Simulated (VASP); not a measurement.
# BiTe (I4mm) in VASP: a series of runs, part 2 of 2

VASP 6.6.1.

### Step 5. Single point, PBEsol

Contents of INCAR:

```
PREC     = Accurate       # precision mode
ENCUT    = 520            # plane-wave cutoff, eV
EDIFF    = 1E-6           # SCF threshold, eV
ISMEAR   = 0              # smearing method
SIGMA    = 0.15           # smearing width, eV
LREAL    = False          # projectors in reciprocal space
LASPH    = True           # aspherical terms in the spheres
NELM     = 60             # most SCF steps
ALGO     = Normal         # electronic algorithm
ISIF     = 2              # what is computed and relaxed
LWAVE    = False          # write WAVECAR
LCHARG   = True           # write CHGCAR
GGA      = PS             # functional
LELF     = True           # ELF
LVHAR    = True         
NBANDS   = 18             # bands
```

Contents of KPOINTS:

```
Automatic mesh
0
Gamma
  14 14 14
```

Contents of POSCAR:

```
BiTe
1.0
    0.0000000000      3.2350000000      3.2350000000
    3.2350000000      0.0000000000      3.2350000000
    3.2350000000      3.2350000000      0.0000000000
Bi Te
1 1
Direct
   -0.0193199382     -0.0193199382      0.0193199382
    0.5000000000      0.5000000000      0.5000000000
```

Potentials or basis: VASP PAW PBE potentials, release 64 (Bi_d, Te).

Run with:

```bash
> cat potpaw_PBE.64/Bi_d/POTCAR potpaw_PBE.64/Te/POTCAR > POTCAR
> mpirun -np 1 vasp_std > vasp.out
```

OUTCAR:

```text
PREC = Accurate
   ENCUT = 520
   EDIFF = 1E-6
   ISMEAR = 0
   LREAL = False
   LASPH = True
   NELM = 60
   ISIF = 2
   GGA = PS

 ion  position               nearest neighbor table
   1  0.981  0.981  0.019-   2 3.11   2 3.24   2 3.24   2 3.24   2 3.24   2 3.36
   2  0.500  0.500  0.500-   1 3.11   1 3.24   1 3.24   1 3.24   1 3.24   1 3.36

  LATTYP: Found a face centered cubic cell.
 ALAT       =     6.4700000000

  Lattice vectors:

 A1 = (   0.0000000000,   3.2350000000,   3.2350000000)
 A2 = (   3.2350000000,   0.0000000000,   3.2350000000)
 A3 = (   3.2350000000,   3.2350000000,   0.0000000000)

Analysis of symmetry for initial positions (statically):
=====================================================================
 Subroutine PRICEL returns:
 Original cell was already a primitive cell.

 Routine SETGRP: Setting up the symmetry group for a
 face centered cubic supercell.

 Subroutine GETGRP returns: Found  8 space group operations
 (whereof  8 operations were pure point group operations)
 out of a pool of 48 trial point group operations.

The static configuration has the point symmetry C_4v.

Analysis of symmetry for dynamics (positions and initial velocities):
=====================================================================
 Subroutine PRICEL returns:
 Original cell was already a primitive cell.

 Routine SETGRP: Setting up the symmetry group for a
 face centered cubic supercell.

 Subroutine GETGRP returns: Found  8 space group operations
 (whereof  8 operations were pure point group operations)
 out of a pool of 48 trial point group operations.

The dynamic configuration has the point symmetry C_4v.

 Subroutine INISYM returns: Found  8 space group operations
 (whereof  8 operations are pure point group operations),
 and found     1 'primitive' translations

----------------------------------------------------------------------------------------

                                     Primitive cell
[... 109 lines left out ...]
   IMIX   =      4    mixing-type and parameters
     AMIX     =   0.40;   BMIX     =  1.00
     AMIX_MAG =   1.60;   BMIX_MAG =  1.00
  volume/ion in A,a.u.               =      33.86       228.46
  Fermi-wavevector in a.u.,A,eV,Ry     =   1.108146  2.094092 16.707785  1.227988
  Thomas-Fermi vector in A             =   2.244669
   LORBIT       =      0    0 simple, 1 ext, 2 COOP (PROOUT), +10 PAW based schemes
   GGA     = PS    functional components
   LHFCALC =     F    Hartree Fock is set to
   AEXX    =    0.0000 exact exchange contribution
   IVDW    =     0    specifies the selected vdW correction
   LEPSILON=     F    determine dielectric tensor
   LRPA    =     F    only Hartree local field effects (RPA)
 non-spin polarized calculation
 Gauss-broadening in eV      SIGMA  =   0.15
  energy-cutoff  :      520.00
  volume of cell :       67.71
 maximum number of plane-waves:      1845
 NGX is ok and might be reduce to    36
   NGX = 17   NGY = 17   NGZ = 17

 number of electron      21.0000003 magnetization

 Free energy of the ion-electron system (eV)
  ---------------------------------------------------
  ext. energy  EPLUGINS =         0.00000000
  ---------------------------------------------------
  free energy    TOTEN  =        -7.96409307 eV

  energy without entropy =       -7.94829630  energy(sigma->0) =       -7.95619469

 E-fermi :   6.5185     XC(G=0):  -9.5912

 val. band max:        6.5067463867   @ k =   0.2857   0.1429   0.0000
 cond. band min:       6.5218819190   @ k =   0.2143  -0.3571   0.4286
 fundamental gap:      0.0151355323
 Fermi energy:         6.5184644417

 k-point     1 :       0.0000    0.0000    0.0000
  band No.  band energies     occupation
      1     -16.5724      2.00000
      2     -16.5640      2.00000
      3     -16.5640      2.00000
      4     -16.5623      2.00000
      5     -16.5579      2.00000
      6      -7.0611      2.00000
[... 481 lines left out ...]
      5     -16.5527      2.00000
      6      -5.3415      2.00000
[... 10 lines left out ...]
     17      15.1193      0.00000
     18      16.0898      0.00000

 [... further k-points ...]

------------------------ aborting loop because EDIFF is reached ----------------------------------------

  FORCE on cell =-STRESS in cart. coord.  units (eV):
  Direction    XX          YY          ZZ          XY          YZ          ZX
  --------------------------------------------------------------------------------------
  -------------------------------------------------------------------------------------
  Total       -0.6711766     -0.6711766     -0.5113899      0.0000000     -0.0000000      0.0000000
  in kB      -15.8816105    -15.8816105    -12.1006817      0.0000000     -0.0000000      0.0000000
  external PRESSURE =     -14.6213009 kB  Pullay stress =       0.0000000 kB

 VOLUME and BASIS-vectors are now :
 -----------------------------------------------------------------------------
  energy-cutoff  :      520.00
  volume of cell :       67.71
      direct lattice vectors                 reciprocal lattice vectors
     0.000000000  3.235000000  3.235000000    -0.154559505  0.154559505  0.154559505
     3.235000000  0.000000000  3.235000000     0.154559505 -0.154559505  0.154559505
     3.235000000  3.235000000  0.000000000     0.154559505  0.154559505 -0.154559505

 POSITION                                       TOTAL-FORCE (eV/Angst)
 -----------------------------------------------------------------------------------
      3.23500      3.23500      6.34500         0.000000      0.000000      0.297278
      3.23500      3.23500      3.23500         0.000000      0.000000     -0.297278
 -----------------------------------------------------------------------------------
    total drift:                               -0.000000     -0.000000     -0.000398

  FREE ENERGIE OF THE ION-ELECTRON SYSTEM (eV)
  ---------------------------------------------------
  free  energy   TOTEN  =        -7.9640930664 eV

  energy  without entropy=       -7.9482963043  energy(sigma->0) =       -7.95619469
```

It took 3.1 min on 1 thread of Intel Xeon Platinum 8488C (Sapphire Rapids), shared host; peak memory 0.43 GiB.

What came out:

```
Free energy            : -7.9641 eV
Pressure               : -1.5 GPa
Largest force          : 0.297 eV/Å
Band gap on the k mesh : zero (an odd number of electrons rules out a gap without spin polarisation)
```

Forces on the atoms (eV/Å):
```
Bi   0.000  0.000  0.297
Te   0.000  0.000 -0.297
```

Levels at points of the mesh, in eV from the Fermi level:
```csv
k point,band 6,band 7,band 8,band 9,band 10,band 11,band 12,band 13,band 14,band 15
"(0.00, 0.00, 0.00)",-13.58,-8.16,-2.61,-2.54,-2.54,2.05,2.05,2.15,4.62,4.67
"(0.50, 0.00, 0.00)",-11.70,-11.21,-2.06,-1.94,-1.68,-0.84,-0.64,-0.53,7.12,7.76
"(0.50, 0.50, 0.00)",-11.78,-10.06,-5.66,-4.04,-4.04,2.15,3.57,3.57,4.96,8.68
"(0.00, 0.50, 0.50)",-11.83,-9.97,-5.70,-4.05,-4.02,1.99,3.60,3.70,4.92,8.66
```

Caveat: the cell differs from its parent crystal (all Bi atoms moved +0.125 Å, as atom 1 towards its neighbour atom 2 (Te) at 3.235 Å); the PAW data sets were made with another functional, which shifts forces and pressure a little; spin-orbit coupling is left out, which moves the levels of the heavy elements.

### Step 6. The runs side by side

| cell | gap on the mesh (eV) | pressure (GPa) | largest force (eV/Å) |
| --- | --- | --- | --- |
| as given, atomic positions A | none | -1.0 | 0.50 |
| as given, atomic positions B | none | -1.3 | 0.36 |
| as given, atomic positions C | none | -1.2 | 0.43 |
| as given, atomic positions D | none | -1.5 | 0.30 |

Alike in all rows: task single point; level PBEsol; potentials or basis VASP PAW PBE potentials, release 64 (Bi_d, Te); no spin polarisation; k mesh 14 × 14 × 14; cutoff (eV) 520; smearing gaussian 0.15 eV.

Caveats: the PAW data sets were made with another functional, which shifts forces and pressure a little; spin-orbit coupling is left out, which moves the levels of the heavy elements.

Total energies depend on the potentials used, so only differences within one code and one set of settings carry meaning.
